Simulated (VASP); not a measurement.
# Ti (Fm-3m) in VASP: a series of runs

The runs below take Ti through single point, relaxation of cell and atoms, with LDA.

Program: VASP 6.6.1. These are calculated values, not measurements. Logs are shortened: lines on timing, memory, paths and dates and some standing lists are left out, and cuts for length are marked.

## Step 1: The cell of the first run

The structure is cubic, space group Fm-3m (No. 225). Conventional cell: a = 4.159 Å, b = 4.159 Å, c = 4.159 Å, α = 90.00°, β = 90.00°, γ = 90.00°. Ti (site symmetry m-3m) has 12 Ti at 2.94 Å within 3.9 Å.

## Step 2: Single point, LDA (volume scaled by 1.12)

INCAR reads:

```
SYSTEM = Ti
PREC = Accurate
ENCUT = 520
EDIFF = 1E-7
ISMEAR = -1
SIGMA = 0.1
LREAL = .False.
LASPH = .True.
NELM = 100
ALGO = Normal
ISIF = 2
LWAVE = .False.
LCHARG = .False.
GGA = CA
NBANDS = 12
```

KPOINTS reads:

```
Automatic mesh
0
Gamma
  15 15 15
  0 0 0
```

POSCAR reads:

```
Ti
1.0
    0.0000000000      2.0795265949      2.0795265949
    2.0795265949      0.0000000000      2.0795265949
    2.0795265949      2.0795265949      0.0000000000
Ti
1
Direct
    0.0000000000      0.0000000000      0.0000000000
```

Potentials or basis: VASP PAW LDA potentials, release 64 (Ti_sv).

On the command line:

```bash
$ cat potpaw_LDA.64/Ti_sv/POTCAR > POTCAR
$ mpirun -np 1 vasp_std > vasp.out
```

OUTCAR:

```text
SYSTEM = Ti
   PREC = Accurate
   ENCUT = 520
   EDIFF = 1E-7
   ISMEAR = -1
   LREAL = .False.
   LASPH = .True.
   NELM = 100
   ISIF = 2
   GGA = CA

 ion  position               nearest neighbor table
   1  0.000  0.000  0.000-

  LATTYP: Found a face centered cubic cell.
 ALAT       =     4.1590531898

  Lattice vectors:

 A1 = (   0.0000000000,   2.0795265949,   2.0795265949)
 A2 = (   2.0795265949,   0.0000000000,   2.0795265949)
 A3 = (   2.0795265949,   2.0795265949,   0.0000000000)

Analysis of symmetry for initial positions (statically):
=====================================================================
 Subroutine PRICEL returns:
 Original cell was already a primitive cell.

 Routine SETGRP: Setting up the symmetry group for a
 face centered cubic supercell.

 Subroutine GETGRP returns: Found 48 space group operations
 (whereof 48 operations were pure point group operations)
 out of a pool of 48 trial point group operations.

The static configuration has the point symmetry O_h .

Analysis of symmetry for dynamics (positions and initial velocities):
=====================================================================
 Subroutine PRICEL returns:
 Original cell was already a primitive cell.

 Routine SETGRP: Setting up the symmetry group for a
 face centered cubic supercell.

 Subroutine GETGRP returns: Found 48 space group operations
 (whereof 48 operations were pure point group operations)
 out of a pool of 48 trial point group operations.

The dynamic configuration has the point symmetry O_h .

 Subroutine INISYM returns: Found 48 space group operations
 (whereof 48 operations are pure point group operations),
 and found     1 'primitive' translations

----------------------------------------------------------------------------------------

                                     Primitive cell

  volume of cell :      17.9855

  direct lattice vectors                    reciprocal lattice vectors
     0.000000000  2.079526595  2.079526595    -0.240439339  0.240439339  0.240439339
     2.079526595  0.000000000  2.079526595     0.240439339 -0.240439339  0.240439339
     2.079526595  2.079526595  0.000000000     0.240439339  0.240439339 -0.240439339

  length of vectors
     2.940894714  2.940894714  2.940894714     0.416453151  0.416453151  0.416453151

  position of ions in fractional coordinates (direct lattice)
     0.000000000  0.000000000  0.000000000

  ion indices of the primitive-cell ions
   primitive index   ion index
[... 75 lines left out ...]
   EDIFFG = 0.1E-05   stopping-criterion for IOM
   NSW    =      0    number of steps for IOM
   IBRION =     -1    ionic relax: 0-MD 1-quasi-New 2-CG
   NFREE  =      0    steps in history (QN), initial steepest desc. (CG)
   ISIF   =      2    stress and relaxation
   ISYM   =      2    0-nonsym 1-usesym 2-fastsym
   POTIM  = 0.5000    time-step for ionic-motion
   TEBEG  =    0.0;   TEEND  =   0.0 temperature during run
   PSTRESS=    0.0 pullay stress
   NELECT =      12.0000    total number of electrons
   NUPDOWN=      -1.0000    fix difference up-down
   EMIN   =  10.00;   EMAX   =-10.00  energy-range for DOS
   EFERMI =   0.00;   METHOD = LEGACY
   ISMEAR =    -1;   SIGMA  =   0.10  broadening in eV -4-tet -1-fermi 0-gaus
   EFERMI_NEDOS =   21; number of points for ismear=-14 and -15
   IALGO  =     38    algorithm
   IMIX   =      4    mixing-type and parameters
     AMIX     =   0.40;   BMIX     =  1.00
     AMIX_MAG =   1.60;   BMIX_MAG =  1.00
  volume/ion in A,a.u.               =      17.99       121.37
  Fermi-wavevector in a.u.,A,eV,Ry     =   1.430521  2.703292 27.842813  2.046389
  Thomas-Fermi vector in A             =   2.550357
   LORBIT       =      0    0 simple, 1 ext, 2 COOP (PROOUT), +10 PAW based schemes
   GGA     = CA    functional components
   LHFCALC =     F    Hartree Fock is set to
   AEXX    =    0.0000 exact exchange contribution
   IVDW    =     0    specifies the selected vdW correction
   LEPSILON=     F    determine dielectric tensor
   LRPA    =     F    only Hartree local field effects (RPA)
 non-spin polarized calculation
  energy-cutoff  :      520.00
  volume of cell :       17.99
 maximum number of plane-waves:       531
 NGX is ok and might be reduce to    24
   NGX = 11   NGY = 11   NGZ = 11

 number of electron      11.9999997 magnetization

 Free energy of the ion-electron system (eV)
  ---------------------------------------------------
  ext. energy  EPLUGINS =         0.00000000
  ---------------------------------------------------
  free energy    TOTEN  =        -8.45095812 eV

  energy without entropy =       -8.39098369  energy(sigma->0) =       -8.42097090

 E-fermi :   7.6199     XC(G=0): -11.6178

 val. band max:        7.5965993664   @ k =  -0.3333   0.0667   0.0000
 cond. band min:       7.6279284408   @ k =  -0.4000   0.3333   0.1333
 fundamental gap:      0.0313290744
 Fermi energy:         7.6198883524

 k-point     1 :       0.0000    0.0000    0.0000
  band No.  band energies     occupation
      1     -48.4538      2.00000
      2     -24.7229      2.00000
      3     -24.7229      2.00000
      4     -24.7229      2.00000
      5       1.6818      2.00000
      6       8.4432      0.00053
      7       8.4432      0.00053
      8       8.4432      0.00053
      9       9.9699      0.00000
     10       9.9699      0.00000
     11      22.7752      0.00000
     12      26.9879      0.00000
[... 331 lines left out ...]
 k-point    24 :       0.2000    0.1333    0.0000
  band No.  band energies     occupation
      1     -48.4144      2.00000
      2     -24.8981      2.00000
      3     -24.7776      2.00000
      4     -24.7726      2.00000
      5       2.8651      2.00000
      6       7.7034      0.60510
      7       8.8608      0.00001
      8       8.9260      0.00000
      9       9.3683      0.00000
     10      10.2109      0.00000
     11      23.0149      0.00000
     12      23.8461      0.00000

 [... further k-points ...]
[... 5 lines left out ...]
  --------------------------------------------------------------------------------------
  -------------------------------------------------------------------------------------
  Total       -1.2736813     -1.2736813     -1.2736813     -0.0000000      0.0000000     -0.0000000
  in kB     -113.4613480   -113.4613480   -113.4613480     -0.0000000      0.0000000     -0.0000000
  external PRESSURE =    -113.4613480 kB  Pullay stress =       0.0000000 kB

 VOLUME and BASIS-vectors are now :
 -----------------------------------------------------------------------------
  energy-cutoff  :      520.00
  volume of cell :       17.99
      direct lattice vectors                 reciprocal lattice vectors
     0.000000000  2.079526595  2.079526595    -0.240439339  0.240439339  0.240439339
     2.079526595  0.000000000  2.079526595     0.240439339 -0.240439339  0.240439339
     2.079526595  2.079526595  0.000000000     0.240439339  0.240439339 -0.240439339

 POSITION                                       TOTAL-FORCE (eV/Angst)
 -----------------------------------------------------------------------------------
      0.00000      0.00000      0.00000         0.000000      0.000000      0.000000
 -----------------------------------------------------------------------------------
    total drift:                               -0.000000      0.000000     -0.000000

  FREE ENERGIE OF THE ION-ELECTRON SYSTEM (eV)
  ---------------------------------------------------
  free  energy   TOTEN  =        -8.4509581186 eV

  energy  without entropy=       -8.3909836912  energy(sigma->0) =       -8.42097090
```

stdout:

```text
POSCAR found type information on POSCAR Ti
 POSCAR found :  1 types and       1 ions
 scaLAPACK will be used
 LDA part: xc-table for (Slater(with rela. corr.)+CA(PZ))
 , standard interpolation
 POSCAR, INCAR and KPOINTS ok, starting setup
 FFT: planning ... GRIDC
 FFT: planning ... GRID_SOFT
 FFT: planning ... GRID
 WAVECAR not read
 entering main loop
```

It took 18 s on 1 thread of Intel Xeon 6975P-C (Granite Rapids), shared host; peak memory 0.14 GiB.

Results:

* Free energy: -8.4510 eV
* Pressure: -11.3 GPa
* Band gap on the k mesh: zero (band 6 reaches 8.44 eV, above the bottom of band 7 at 7.36 eV)

Levels at points of the mesh, in eV from the Fermi level:
```csv
k point,band 2,band 3,band 4,band 5,band 6,band 7,band 8,band 9,band 10,band 11
"(0.00, 0.00, 0.00)",-32.34,-32.34,-32.34,-5.94,0.82,0.82,0.82,2.35,2.35,15.16
```

Caveat: the cell differs from its parent crystal (volume scaled by 1.12).

## Step 3: Relaxation of cell and atoms, LDA

This run uses another cell than the first one, of 17.66 Å³/atom, 0.982 times its volume.

INCAR reads:

```
ALGO     = Normal         # electronic algorithm
EDIFF    = 1E-6           # SCF threshold, eV
EDIFFG   = -0.01          # ionic threshold
ENCUT    = 600            # plane-wave cutoff, eV
IBRION   = 2              # ionic algorithm
ISIF     = 3              # what is computed and relaxed
ISMEAR   = -1             # smearing method
LASPH    = T              # aspherical terms in the spheres
LCHARG   = F              # write CHGCAR
LREAL    = F              # projectors in reciprocal space
LWAVE    = F              # write WAVECAR
NELM     = 100            # most SCF steps
NSW      = 80             # ionic steps
PREC     = Accurate       # precision mode
SIGMA    = 0.1            # smearing width, eV
```

KPOINTS reads:

```
k-points
0
Gamma
  13 13 13
```

POSCAR reads:

```
Ti
1.0
    0.0000000000      2.0668332624      2.0668332624
    2.0668332624      0.0000000000      2.0668332624
    2.0668332624      2.0668332624      0.0000000000
Ti
1
Direct
    0.0000000000      0.0000000000      0.0000000000
```

Potentials or basis: VASP PAW LDA potentials, release 64 (Ti_sv).

On the command line:

```bash
$ cat potpaw_LDA.64/Ti_sv/POTCAR > POTCAR
$ mpirun -np 1 vasp_std > vasp.out
```

OUTCAR:

```text
EDIFF = 1E-6
   EDIFFG = -0.01
   ENCUT = 600
   IBRION = 2
   ISIF = 3
   ISMEAR = -1
   LASPH = T
   LREAL = F
   NELM = 100
   NSW = 80
   PREC = Accurate

 ion  position               nearest neighbor table
   1  0.000  0.000  0.000-

  LATTYP: Found a face centered cubic cell.
 ALAT       =     4.1336665248

  Lattice vectors:

 A1 = (   0.0000000000,   2.0668332624,   2.0668332624)
 A2 = (   2.0668332624,   0.0000000000,   2.0668332624)
 A3 = (   2.0668332624,   2.0668332624,   0.0000000000)

Analysis of symmetry for initial positions (statically):
=====================================================================
 Subroutine PRICEL returns:
 Original cell was already a primitive cell.

 Routine SETGRP: Setting up the symmetry group for a
 face centered cubic supercell.

[... 247 lines left out ...]
 cond. band min:       8.8674242855   @ k =   0.3077   0.0000   0.0000
 fundamental gap:      0.0153844132
 Fermi energy:         8.8581043632

 k-point     1 :       0.0000    0.0000    0.0000
  band No.  band energies     occupation
      1     -47.0376      2.00000
      2     -23.1578      2.00000
      3     -23.1578      2.00000
      4     -23.1578      2.00000
      5       2.6641      2.00000
      6       9.7471      0.00028
      7       9.7471      0.00028
      8       9.7471      0.00028
      9      11.5407      0.00000
     10      11.5407      0.00000
[... 287 lines left out ...]
 k-point    24 :       0.4615    0.1538    0.0000
  band No.  band energies     occupation
      1     -46.8552      2.00000
      2     -23.9353      2.00000
      3     -23.3684      2.00000
      4     -23.3157      2.00000
      5       6.5025      2.00000
      6       8.4358      1.97113
      7       9.3800      0.01076
      8      10.2111      0.00000
      9      12.8110      0.00000
     10      13.3015      0.00000

 [... further k-points ...]
[... 5 lines left out ...]
  --------------------------------------------------------------------------------------
  -------------------------------------------------------------------------------------
  Total        0.0033448      0.0033448      0.0033448     -0.0000000      0.0000000      0.0000000
  in kB        0.3341450      0.3341450      0.3341450     -0.0000000      0.0000000      0.0000000
  external PRESSURE =       0.3341450 kB  Pullay stress =       0.0000000 kB
[... 16 lines left out ...]
  FREE ENERGIE OF THE ION-ELECTRON SYSTEM (eV)
  ---------------------------------------------------
  free  energy   TOTEN  =        -8.5259542987 eV

  energy  without entropy=       -8.4745944629  energy(sigma->0) =       -8.50027438

 reached required accuracy - stopping structural energy minimisation
```

Wall time 26 s (1 thread of Intel Xeon 6975P-C (Granite Rapids), shared host); peak memory 0.14 GiB.

What came out:

- Free energy: -8.5260 eV
- Relaxed volume: 16.04 Å³/atom
- Relaxed cell: a = 2.831 Å, b = 2.831 Å, c = 2.831 Å, α = 60.00°, β = 60.00°, γ = 60.00°
- Space group after relaxing (to 0.05 Å): Fm-3m (No. 225)
- Energy gained by relaxing: 53.7 meV/atom
- Ionic steps: 3
- Pressure after relaxing: 0.0 GPa
- Band gap on the k mesh: zero (band 6 reaches 9.75 eV, above the bottom of band 7 at 8.31 eV)

Step by step:
| step | energy change (eV) | largest force (eV/Å) | pressure (GPa) | volume (Å³) |
| --- | --- | --- | --- | --- |
| 1 | 0.0000 | 0.0000 | -9.79 | 17.66 |
| 2 | -0.0284 | 0.0000 | 8.54 | 15.04 |
| 3 | -0.0537 | 0.0000 | 0.03 | 16.04 |

Final structure:
```
Ti
1.0
     0.00000    2.00157    2.00157
     2.00157    0.00000    2.00157
     2.00157    2.00157    0.00000
Ti
1
Direct
  0.00000 0.00000 0.00000
```
